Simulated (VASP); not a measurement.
# Cr: single point with PBE

Cr, a slab with vacuum:

```
CELL_PARAMETERS angstrom
4.02837 0.00000 0.00000
-2.01419 3.48867 0.00000
0.00000 0.00000 9.00000
ATOMIC_POSITIONS crystal
Cr 0.00000 0.00000 0.50000
```

```
Program             : VASP 6.6.1
Task                : single point
Functional          : PBE
Potentials or basis : VASP PAW PBE potentials, release 64 (Cr_pv)
Cutoff              : 520 eV
k mesh              : 10 × 10 × 1
Occupations         : fermi-dirac, width 0.08 eV
Spin                : collinear spin, ferromagnetic start
Starting moments    : [2.0] μB
```

```
Net moment                                            : 5.23 μB per cell
Site moments                                          : Cr +4.33 μB
Valence electrons inside the program's atomic spheres : Cr 10.44
```

Levels at points of the mesh, in eV from the Fermi level:
Spin up:
```
           k point  band 5  band 6  band 7  band 8  band 9  band 10  band 11  band 12  band 13  band 14
(0.00, 0.00, 0.00)   -0.70   -0.68   -0.68   -0.45   -0.45     1.15     3.20     7.13     7.26     8.17
(0.50, 0.00, 0.00)   -0.81   -0.56   -0.51   -0.29    0.73     0.76     3.69     5.67     6.15     6.18
```
Spin down:
```tsv
k point	band 1	band 2	band 3	band 4	band 5	band 6
(0.00, 0.00, 0.00)	-39.13	-39.13	-39.01	-1.42	2.25	2.57
(0.50, 0.00, 0.00)	-39.14	-39.13	-39.01	1.23	1.84	2.61
```

It took 69 s on 1 thread of Intel(R) Xeon(R) Platinum 8488C (Sapphire Rapids), on a shared host, peak memory 0.29 GiB.
